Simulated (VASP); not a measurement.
# C (Fd-3m) in VASP: further runs, part 3 of 3

VASP 6.6.1. The steps go on from the part before.

## 5. G0W0 quasiparticle levels, PBE

The input, POSCAR:

```
C
1.0
    0.0000000000      1.7835000000      1.7835000000
    1.7835000000      0.0000000000      1.7835000000
    1.7835000000      1.7835000000      0.0000000000
C
2
Direct
    0.0000000000      0.0000000000      0.0000000000
    0.2500000000      0.2500000000      0.2500000000
```

The input, INCAR.step1:

```
SYSTEM = C
ALGO = Normal
EDIFF = 1E-8
ENCUT = 500
GGA = PE
ISMEAR = 0
LASPH = .True.
LCHARG = .False.
LREAL = .False.
LWAVE = .True.
NELM = 80
PREC = Accurate
SIGMA = 0.01
```

The input, INCAR.step2:

```
SYSTEM = C
ALGO = Exact
EDIFF = 1E-8
ENCUT = 500
GGA = PE
ISMEAR = 0
ISTART = 1
LASPH = .True.
LCHARG = .False.
LOPTICS = .True.
LREAL = .False.
LWAVE = .True.
NBANDS = 114
NELM = 1
PREC = Accurate
SIGMA = 0.01
```

The input, INCAR.step3:

```
SYSTEM = C
ALGO = EVGW0
EDIFF = 1E-8
ENCUT = 500
ENCUTGW = 180.0
GGA = PE
ISMEAR = 0
ISTART = 1
LASPH = .True.
LCHARG = .False.
LREAL = .False.
LWAVE = .False.
NBANDS = 114
NBANDSGW = 12
NELMGW = 1
NOMEGA = 48
PREC = Accurate
PRECFOCK = Fast
SIGMA = 0.01
```

The input, KPOINTS:

```
k-points
0
Gamma
  4 4 4
  0 0 0
```

Potentials or basis: VASP PAW PBE potentials, release 64 (C_GW).

Command:

```
$ cat potpaw_PBE.64/C_GW/POTCAR > POTCAR
$ cp INCAR.step1 INCAR
$ mpirun -np 1 vasp_std > vasp.out
$ cp INCAR.step2 INCAR
$ mpirun -np 1 vasp_std > vasp.out
$ cp INCAR.step3 INCAR
$ mpirun -np 1 vasp_std > vasp.out
```

OUTCAR:

```text
SYSTEM = C
   EDIFF = 1E-8
   ENCUT = 500
   ENCUTGW = 180.0
   GGA = PE
   ISMEAR = 0
   ISTART = 1
   LASPH = .True.
   LREAL = .False.
   NELMGW = 1
   PREC = Accurate
   PRECFOCK = Fast

 ion  position               nearest neighbor table
   1  0.000  0.000  0.000-   2 1.54   2 1.54   2 1.54   2 1.54
   2  0.250  0.250  0.250-   1 1.54   1 1.54   1 1.54   1 1.54

  LATTYP: Found a face centered cubic cell.
 ALAT       =     3.5670000000

  Lattice vectors:

 A1 = (   0.0000000000,   1.7835000000,   1.7835000000)
 A2 = (   1.7835000000,   0.0000000000,   1.7835000000)
 A3 = (   1.7835000000,   1.7835000000,   0.0000000000)

Analysis of symmetry for initial positions (statically):
=====================================================================
 Subroutine PRICEL returns:
 Original cell was already a primitive cell.

 Routine SETGRP: Setting up the symmetry group for a
 face centered cubic supercell.

 Subroutine GETGRP returns: Found 48 space group operations
 (whereof 24 operations were pure point group operations)
 out of a pool of 48 trial point group operations.

The static configuration has the point symmetry T_d .
 The point group associated with its full space group is O_h .

Analysis of symmetry for dynamics (positions and initial velocities):
=====================================================================
 Subroutine PRICEL returns:
 Original cell was already a primitive cell.

 Routine SETGRP: Setting up the symmetry group for a
 face centered cubic supercell.

 Subroutine GETGRP returns: Found 48 space group operations
 (whereof 24 operations were pure point group operations)
 out of a pool of 48 trial point group operations.

The dynamic configuration has the point symmetry T_d .
 The point group associated with its full space group is O_h .

 Subroutine INISYM returns: Found 48 space group operations
 (whereof 24 operations are pure point group operations),
 and found     1 'primitive' translations

----------------------------------------------------------------------------------------

                                     Primitive cell

  volume of cell :      11.3462

  direct lattice vectors                    reciprocal lattice vectors
     0.000000000  1.783500000  1.783500000    -0.280347631  0.280347631  0.280347631
     1.783500000  0.000000000  1.783500000     0.280347631 -0.280347631  0.280347631
     1.783500000  1.783500000  0.000000000     0.280347631  0.280347631 -0.280347631

  length of vectors
     2.522249888  2.522249888  2.522249888     0.485576341  0.485576341  0.485576341

  position of ions in fractional coordinates (direct lattice)
     0.000000000  0.000000000  0.000000000
     0.250000000  0.250000000  0.250000000

  ion indices of the primitive-cell ions
   primitive index   ion index
                 1           1
                 2           2

[... 19 lines left out ...]
     0.000000000  0.000000000  0.000000000

 Subroutine IBZKPT returns following result:
 ===========================================

 Found      8 irreducible k-points:

 Following reciprocal coordinates:
            Coordinates               Weight
  0.000000  0.000000  0.000000      1.000000
  0.250000  0.000000  0.000000      8.000000
  0.500000  0.000000  0.000000      4.000000
  0.250000  0.250000  0.000000      6.000000
  0.500000  0.250000  0.000000     24.000000
 -0.250000  0.250000  0.000000     12.000000
  0.500000  0.500000  0.000000      3.000000
 -0.250000  0.500000  0.250000      6.000000
   k-points           NKPTS =      8   k-points in BZ     NKDIM =     64   number of bands    NBANDS=    114
   number of dos      NEDOS =    301   number of ions     NIONS =      2
   total plane-waves  NPLWV =   5832
   dimension x,y,z NGX =    18 NGY =   18 NGZ =   18
   dimension x,y,z NGXF=    36 NGYF=   36 NGZF=   36
   ions per type =               2
   NGX,Y,Z   is equivalent  to a cutoff of  11.86, 11.86, 11.86 a.u.
   NGXF,Y,Z  is equivalent  to a cutoff of  23.73, 23.73, 23.73 a.u.
 SYSTEM =  C
   PREC   = accura    normal or accurate (medium, high low for compatibility)
   ISTART =      1    job   : 0-new  1-cont  2-samecut
   ICHARG =      0    charge: 1-file 2-atom 10-const
   ISPIN  =      1    spin polarized calculation?
   LNONCOLLINEAR =      F non collinear calculations
   LSORBIT =      F    spin-orbit coupling
   LASPH  =      T    aspherical Exc in radial PAW
   ENCUT  =  500.0 eV  36.75 Ry    6.06 a.u.   4.60  4.60  4.60*2*pi/ulx,y,z
   NELM   =     60;   NELMIN=  2; NELMDL=  0     # of ELM steps
   EDIFF  = 0.1E-07   stopping-criterion for ELM
   LREAL  =      F    real-space projection
   EDIFFG = 0.1E-06   stopping-criterion for IOM
   NSW    =      0    number of steps for IOM
   IBRION =     -1    ionic relax: 0-MD 1-quasi-New 2-CG
   NFREE  =      0    steps in history (QN), initial steepest desc. (CG)
   ISIF   =      0    stress and relaxation
   ISYM   =      3    0-nonsym 1-usesym 2-fastsym
   POTIM  = 0.5000    time-step for ionic-motion
   TEBEG  =    0.0;   TEEND  =   0.0 temperature during run
   PSTRESS=    0.0 pullay stress
   NELECT =       8.0000    total number of electrons
   NUPDOWN=      -1.0000    fix difference up-down
   EMIN   =  10.00;   EMAX   =-10.00  energy-range for DOS
   EFERMI =   0.00;   METHOD = LEGACY
   ISMEAR =     0;   SIGMA  =   0.01  broadening in eV -4-tet -1-fermi 0-gaus
   EFERMI_NEDOS =   21; number of points for ismear=-14 and -15
   IALGO  =     38    algorithm
   IMIX   =      4    mixing-type and parameters
     AMIX     =   0.40;   BMIX     =  1.00
     AMIX_MAG =   1.60;   BMIX_MAG =  1.00
  volume/ion in A,a.u.               =       5.67        38.28
  Fermi-wavevector in a.u.,A,eV,Ry     =   1.457097  2.753514 28.886949  2.123131
  Thomas-Fermi vector in A             =   2.573938
   LORBIT       =      0    0 simple, 1 ext, 2 COOP (PROOUT), +10 PAW based schemes
   GGA     = PE    functional components
   LHFCALC =     T    Hartree Fock is set to
   PRECFOCK=fast      Normal, Fast or Accurate (Low or Medium for compatibility)
   ENCUT4O =  -1.0   cutoff for four orbital integrals eV
   NKREDX  =     1    reduce k-point grid by
   NKREDY  =     1    reduce k-point grid by
   NKREDZ  =     1    reduce k-point grid by
   AEXX    =    1.0000 exact exchange contribution
   HFSCREEN=    0.0000 screening length (either q_TF or 0.3 A-1)
   HFSCREENC=   0.0000 screening length for correlation (either q_TF or 0.3 A-1)
   ENCUTFOCK=  -1.0 apply spherical cutoff to Coloumb kernel
   IVDW    =     0    specifies the selected vdW correction
   LEPSILON=     F    determine dielectric tensor
   LRPA    =     F    only Hartree local field effects (RPA)
   LRPAFORCE           =     F    calculate RPA forces
   ENCUTGW             = 180.0    cutoff for response function in eV
   ENCUTGWSOFT         = 144.0    soft cutoff for Coulomb kernel in GW response function in eV
   ENCUTLF             =  -1.0    cutoff for local field effects
   NELMGW              =     1    number of iterations in solving QP/BSE equation
   NELMHF              =     1    number of iterations in the inner HF iteration
   NKREDLFX            =     1    NKREDLFY  =   1   NKREDLFZ  =   1
 non-spin polarized calculation
 Gauss-broadening in eV      SIGMA  =   0.01
  energy-cutoff  :      500.00
  volume of cell :       11.35
 maximum number of plane-waves:       303
  NGX = 12; NGY = 12; NGZ = 12
   NGX =  9   NGY =  9   NGZ =  9
 maximum number of plane-waves:        70

 QP shifts <psi_nk| G(iteration)W_0 |psi_nk>: iteration 1
 for sc-GW calculations column KS-energies equals QP-energies in previous step
 and V_xc(KS)=  KS-energies - (<T + V_ion + V_H > + <T+V_H+V_ion>^1  + <V_x>^1)

 k-point   1 :       0.0000    0.0000    0.0000
  band No.  KS-energies  QP-energies   sigma(KS)   V_xc(KS)     V^pw_x(r,r')   Z            occupation Imag(sigma)

      1     -11.6929     -13.4061     -17.0118     -14.7681     -25.3996       0.7636       2.0000       1.4572
      2       9.7907       9.0582     -17.6892     -16.7993     -19.5056       0.8230       2.0000       0.0975
      3       9.7907       9.0582     -17.6892     -16.7993     -19.5056       0.8230       2.0000       0.0975
      4       9.7907       9.0582     -17.6892     -16.7993     -19.5056       0.8230       2.0000       0.0975
      5      15.3741      16.3347     -14.3388     -15.5152      -9.0976       0.8166       0.0000      -0.1018
      6      15.3741      16.3347     -14.3388     -15.5152      -9.0976       0.8166       0.0000      -0.1018
      7      15.3741      16.3347     -14.3388     -15.5152      -9.0976       0.8166       0.0000      -0.1018
      8      23.1075      23.9300     -15.3059     -16.3743      -7.6857       0.7700       0.0000      -0.2620
      9      29.0721      29.2585     -11.6050     -11.8363      -4.2859       0.8057       0.0000      -0.4049
     10      36.3040      37.1155     -12.8851     -13.8749      -5.8639       0.8198       0.0000      -0.5755
     11      36.3040      37.1155     -12.8851     -13.8749      -5.8639       0.8198       0.0000      -0.5755
     12      37.3040      37.5715     -11.1662     -11.4878      -3.2354       0.8315       0.0000      -1.0403
[... 100 lines left out ...]
      1      -2.1903      -3.6577     -17.8505     -15.9348     -23.4806       0.7660       2.0000       0.4169
      2      -2.1903      -3.6577     -17.8505     -15.9348     -23.4806       0.7660       2.0000       0.4169
      3       1.4589       0.2637     -16.3683     -14.8562     -20.1332       0.7904       2.0000       0.1913
      4       1.4589       0.2637     -16.3683     -14.8562     -20.1332       0.7904       2.0000       0.1913
      5      20.4060      21.2108     -13.1770     -14.1684      -6.9898       0.8117       0.0000      -0.1547
      6      20.4060      21.2108     -13.1770     -14.1684      -6.9898       0.8117       0.0000      -0.1547
      7      22.1008      23.1991     -14.7305     -16.1301      -7.5546       0.7847       0.0000      -0.2222
      8      22.1008      23.1991     -14.7305     -16.1301      -7.5546       0.7847       0.0000      -0.2222
      9      31.1200      32.1812     -14.0227     -15.3881      -5.6035       0.7772       0.0000      -0.5700
     10      31.1200      32.1812     -14.0227     -15.3881      -5.6035       0.7772       0.0000      -0.5700
     11      40.2036      40.9492     -12.4885     -13.4202      -4.1956       0.8002       0.0000      -1.0254
     12      40.2036      40.9492     -12.4885     -13.4202      -4.1956       0.8002       0.0000      -1.0254
```

It took 30 s on 1 thread of Intel Xeon 6975P-C, shared host; peak memory 0.16 GiB.

Results:

| Item | Value |
| --- | --- |
| Band gap on the k mesh, mean-field level | 4.43 eV, indirect (least direct gap 5.58 eV) |
| Quasiparticle gap | 5.82 eV |
| Least direct quasiparticle gap | 7.28 eV |

Levels at points of the mesh, in eV from the valence-band top:
| k point | band 1 | band 2 | band 3 | band 4 | band 5 | band 6 | band 7 | band 8 |
| --- | --- | --- | --- | --- | --- | --- | --- | --- |
| (0.00, 0.00, 0.00) | -21.48 | 0.00 | 0.00 | 0.00 | 5.58 | 5.58 | 5.58 | 13.32 |
| (0.50, 0.00, 0.00) | -15.71 | -13.38 | -2.80 | -2.80 | 8.45 | 8.45 | 8.83 | 15.69 |
| (0.50, 0.50, 0.00) | -12.77 | -12.77 | -6.31 | -6.31 | 4.74 | 4.74 | 16.81 | 16.81 |

Caveat: the k points lie up to 0.76 Å⁻¹ apart; bands, screening cutoff and mesh are small and nothing is extrapolated, so the quasiparticle values aren't converged. A k mesh can miss the band edges.
